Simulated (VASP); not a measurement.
# Cu (Im-3m) in VASP: a series of runs, part 2 of 2

VASP 6.6.1.

## 3. Single point, PBE

Input file INCAR:

```
ALGO = Normal ; EDIFF = 1E-7
ENCUT = 520 ; GGA = PE
ISIF = 2 ; ISMEAR = -1
LASPH = T ; LCHARG = F
LREAL = F ; LWAVE = F
NBANDS = 12 ; NELM = 100
PREC = Accurate ; SIGMA = 0.05
```

Input file KPOINTS:

```
k-points
0
Gamma
  18 18 18
```

Input file POSCAR:

```
Cu
1.0
   -1.4562970585      1.4562970585      1.4562970585
    1.4562970585     -1.4562970585      1.4562970585
    1.4562970585      1.4562970585     -1.4562970585
Cu
1
Direct
    0.0000000000      0.0000000000      0.0000000000
```

Potentials or basis: VASP PAW PBE potentials, release 64 (Cu).

Started as:

```bash
$ cat potpaw_PBE.64/Cu/POTCAR > POTCAR
$ mpirun -np 1 vasp_std > vasp.out
```

OUTCAR:

```text
EDIFF = 1E-7
   ENCUT = 520
   GGA = PE
   ISIF = 2
   ISMEAR = -1
   LASPH = T
   LREAL = F
   NELM = 100
   PREC = Accurate

 ion  position               nearest neighbor table
   1  0.000  0.000  0.000-

  LATTYP: Found a body centered cubic cell.
 ALAT       =     2.9125941170

  Lattice vectors:

 A1 = (  -1.4562970585,   1.4562970585,   1.4562970585)
 A2 = (   1.4562970585,  -1.4562970585,   1.4562970585)
 A3 = (   1.4562970585,   1.4562970585,  -1.4562970585)

Analysis of symmetry for initial positions (statically):
=====================================================================
 Subroutine PRICEL returns:
 Original cell was already a primitive cell.

 Routine SETGRP: Setting up the symmetry group for a
 body centered cubic supercell.

 Subroutine GETGRP returns: Found 48 space group operations
 (whereof 48 operations were pure point group operations)
 out of a pool of 48 trial point group operations.

The static configuration has the point symmetry O_h .

Analysis of symmetry for dynamics (positions and initial velocities):
=====================================================================
 Subroutine PRICEL returns:
[... 159 lines left out ...]
 Fermi energy:         7.0446497450

 k-point     1 :       0.0000    0.0000    0.0000
  band No.  band energies     occupation
      1      -1.9674      2.00000
      2       4.0724      2.00000
      3       4.0724      2.00000
      4       4.0724      2.00000
      5       5.0185      2.00000
      6       5.0185      2.00000
      7      31.6663      0.00000
      8      31.6663      0.00000
      9      31.6663      0.00000
     10      34.4452      0.00000
     11      34.4452      0.00000
     12      34.4452      0.00000
[... 331 lines left out ...]
 k-point    24 :       0.3889    0.1111    0.0000
  band No.  band energies     occupation
      1       2.4101      2.00000
      2       3.4564      2.00000
      3       4.6227      2.00000
      4       4.9616      2.00000
      5       5.2995      2.00000
      6       7.0548      0.89884
      7      12.1941      0.00000
      8      20.8499      0.00000
      9      24.0224      0.00000
     10      29.6131      0.00000
     11      33.4784      0.00000
     12      37.7142      0.00000

 [... further k-points ...]
[... 5 lines left out ...]
  --------------------------------------------------------------------------------------
  -------------------------------------------------------------------------------------
  Total       -0.2436625     -0.2436625     -0.2436625     -0.0000000      0.0000000     -0.0000000
  in kB      -31.6001674    -31.6001674    -31.6001674     -0.0000000      0.0000000     -0.0000000
  external PRESSURE =     -31.6001674 kB  Pullay stress =       0.0000000 kB

 VOLUME and BASIS-vectors are now :
 -----------------------------------------------------------------------------
  energy-cutoff  :      520.00
  volume of cell :       12.35
      direct lattice vectors                 reciprocal lattice vectors
    -1.456297058  1.456297058  1.456297058     0.000000000  0.343336545  0.343336545
     1.456297058 -1.456297058  1.456297058     0.343336545  0.000000000  0.343336545
     1.456297058  1.456297058 -1.456297058     0.343336545  0.343336545  0.000000000

 POSITION                                       TOTAL-FORCE (eV/Angst)
 -----------------------------------------------------------------------------------
      0.00000      0.00000      0.00000         0.000000      0.000000      0.000000
 -----------------------------------------------------------------------------------
    total drift:                                0.000000      0.000000      0.000000

  FREE ENERGIE OF THE ION-ELECTRON SYSTEM (eV)
  ---------------------------------------------------
  free  energy   TOTEN  =        -3.6868717821 eV

  energy  without entropy=       -3.6819480875  energy(sigma->0) =       -3.68440993
```

OSZICAR:

```text
N       E                     dE             d eps       ncg     rms          rms(c)
DAV:   1     0.425498092389E+02    0.42550E+02   -0.54317E+03  5120   0.149E+03
DAV:   2    -0.319345200874E+01   -0.45743E+02   -0.42323E+02  4824   0.201E+02
DAV:   3    -0.455929486276E+01   -0.13658E+01   -0.13600E+01  5496   0.401E+01
DAV:   4    -0.456776510151E+01   -0.84702E-02   -0.84686E-02  5284   0.280E+00
DAV:   5    -0.456784766910E+01   -0.82568E-04   -0.82566E-04  5496   0.285E-01    0.753E+00
DAV:   6    -0.409150149771E+01    0.47635E+00   -0.14467E+01  5444   0.716E+01    0.415E+00
DAV:   7    -0.369883052272E+01    0.39267E+00   -0.24105E+00  5496   0.293E+01    0.587E-01
DAV:   8    -0.368808035597E+01    0.10750E-01   -0.46576E-03  5628   0.791E-01    0.262E-01
DAV:   9    -0.368687424877E+01    0.12061E-02   -0.76736E-03  5716   0.150E+00    0.340E-02
DAV:  10    -0.368687304620E+01    0.12026E-05   -0.49551E-05  7008   0.119E-01    0.989E-03
DAV:  11    -0.368687171782E+01    0.13284E-05   -0.18914E-06  5712   0.251E-02    0.390E-04
DAV:  12    -0.368687178206E+01   -0.64234E-07   -0.20215E-08  3192   0.165E-03
   1 F= -.36868718E+01 E0= -.36844099E+01  d E =-.492369E-02
```

Wall time 10 s (1 thread of Intel Xeon 6975P-C (Granite Rapids), shared host); peak memory 0.14 GiB.

Results:

```yaml
Free_energy: -3.6869 eV
Pressure: -3.2 GPa
```

## 4. Single point, PBE

Input file INCAR:

```
SYSTEM = Cu
  ALGO = Normal
  EDIFF = 1E-6
  ENCUT = 520
  GGA = PE
  ISIF = 2
  ISMEAR = -1
  LASPH = .True.
  LCHARG = .False.
  LREAL = .False.
  LWAVE = .False.
  NBANDS = 12
  NELM = 100
  PREC = Accurate
  SIGMA = 0.05
```

Input file KPOINTS:

```
k-points
0
Gamma
  18 18 18
  0 0 0
```

Input file POSCAR:

```
Cu
1.0
   -1.4562970586      1.4562970586      1.4562970586
    1.4562970586     -1.4562970586      1.4562970586
    1.4562970586      1.4562970586     -1.4562970586
Cu
1
Direct
    0.0000000000      0.0000000000      0.0000000000
```

Started as:

```bash
$ cat potpaw_PBE.64/Cu/POTCAR > POTCAR
$ mpirun -np 1 vasp_std > vasp.out
```

It took 10 s on 1 thread of Intel Xeon 6975P-C (Granite Rapids), shared host; peak memory 0.14 GiB.

It converged, with:

```
Free energy : -3.6869 eV
Pressure    : -3.2 GPa
```

Levels at points of the mesh, in eV from the Fermi level:
```
           k point  band 2  band 3  band 4  band 5  band 6  band 7  band 8  band 9  band 10  band 11
(0.00, 0.00, 0.00)   -2.97   -2.97   -2.97   -2.03   -2.03   24.62   24.62   24.62    27.40    27.40
(0.50, 0.00, 0.00)   -3.63   -2.07   -1.93   -1.35   -0.48    4.10   16.99   17.12    20.81    23.49
(0.50, 0.50, 0.50)   -4.38   -1.50   -1.50   -1.50    8.00    8.00    8.00   13.26    13.26    15.09
```
